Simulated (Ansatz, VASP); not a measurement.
Sc2SbAs in VASP and in Ansatz

```
CELL_PARAMETERS angstrom
4.73293 0.00000 0.00000
-2.36647 4.09884 0.00000
0.00000 0.00000 5.45086
ATOMIC_POSITIONS crystal
Sc 0.33333 0.66667 0.50000
Sc 0.66667 0.33333 0.50000
Sb 0.00000 0.00000 0.00000
As 0.00000 0.00000 0.50000
```

Alike in both runs: task single point; functional PBE; k mesh 6 × 6 × 4; occupations gaussian, width 0.1 eV; no spin polarisation.

```csv
,VASP,Ansatz
version,VASP 6.6.1,Ansatz 0.2.0
potentials or method,"VASP PAW PBE potentials, release 64 (Sc_sv, Sb, As), cutoff 520 eV","scalar-relativistic, plane waves, PAW"
valence electrons in the cell,32,52
```

```csv
,VASP,Ansatz,Ansatz less VASP
gap on the k mesh at the Fermi level (eV),none,none,-
pressure (GPa),4.3,4.1,-0.17
"traceless stress, the component that is largest in VASP (GPa)",1.42,1.49,+0.075
```

A gap of «none» marks a metal or a gap that the smearing closes. VASP's potentials hold 32 valence electrons a cell and Ansatz's 52, so a difference there can come from the potentials and not from the codes.

Neither program's run includes spin-orbit coupling.
